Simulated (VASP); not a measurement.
Wanted: the native input for a VASP 6.6.1 run.

* Task: single point
* Functional: PBEsol
* Potentials or basis: VASP PAW PBE potentials, release 64 (Fe_sv, O)
* Cutoff: 700 eV
* k mesh: 6 × 6 × 6
* Occupations: fermi-dirac, width 0.05 eV
* Spin: collinear spin, ferromagnetic start
* Starting moments: [3.0, 0.0] μB
* Dipole correction: no
* Further INCAR settings: ALGO = Normal; EDIFF = 1e-06; NBANDS = 22

The structure of FeO lies in POSCAR:

```
FeO
1.0
    0.0000000000      2.1554001600      2.1554001600
    2.1554001600      0.0000000000      2.1554001600
    2.1554001600      2.1554001600      0.0000000000
Fe O
1 1
Direct
    0.0000000000      0.0000000000      0.0000000000
    0.5000000000      0.5000000000      0.5000000000
```

One way to write it, as run:

INCAR

```
ALGO     = Normal         # electronic algorithm
EDIFF    = 1E-6           # SCF threshold, eV
ENCUT    = 700            # plane-wave cutoff, eV
GGA      = PS             # functional
GGA_COMPAT= False        
ISIF     = 2              # what is computed and relaxed
ISMEAR   = -1             # smearing method
ISPIN    = 2              # spin polarisation
LASPH    = True           # aspherical terms in the spheres
LCHARG   = True           # write CHGCAR
LELF     = True           # ELF
LMAXMIX  = 4              # l up to which the mixer works
LORBIT   = 11             # projections on sites
LREAL    = False          # projectors in reciprocal space
LVHAR    = True         
LWAVE    = False          # write WAVECAR
MAGMOM   = 3 0            # initial moments
NBANDS   = 22             # bands
NELM     = 200            # most SCF steps
PREC     = Accurate       # precision mode
SIGMA    = 0.05           # smearing width, eV
```

KPOINTS

```
k-points
0
Gamma
  6 6 6
```

Potentials or basis: VASP PAW PBE potentials, release 64 (Fe_sv, O).

Run with:

```console
$ cat potpaw_PBE.64/Fe_sv/POTCAR potpaw_PBE.64/O/POTCAR > POTCAR
$ mpirun -np 1 vasp_std > vasp.out
```

Results of the run:

The pressure is -9.2 GPa, the band gap on the k mesh is zero (filled and empty bands overlap) and the net moment is 4.01 μB per cell. The site moments are Fe +3.47; O +0.30 μB. The valence electrons inside the program's atomic spheres are Fe 13.61; O 4.97.

Caveat: the k points lie up to 0.42 Å⁻¹ apart, too coarse for converged energies and pressures of a metal; the PAW data sets were made with another functional, which shifts forces and pressure a little; a cell with one magnetic atom can't hold antiferromagnetic order, which such compounds often take; semilocal functionals often make such compounds metallic where correlation or magnetic order opens a gap, which also shifts bond lengths.

It took 14 s on 1 thread of Intel(R) Xeon(R) 6975P-C (Granite Rapids), with other jobs on the host, peak memory 0.17 GiB.
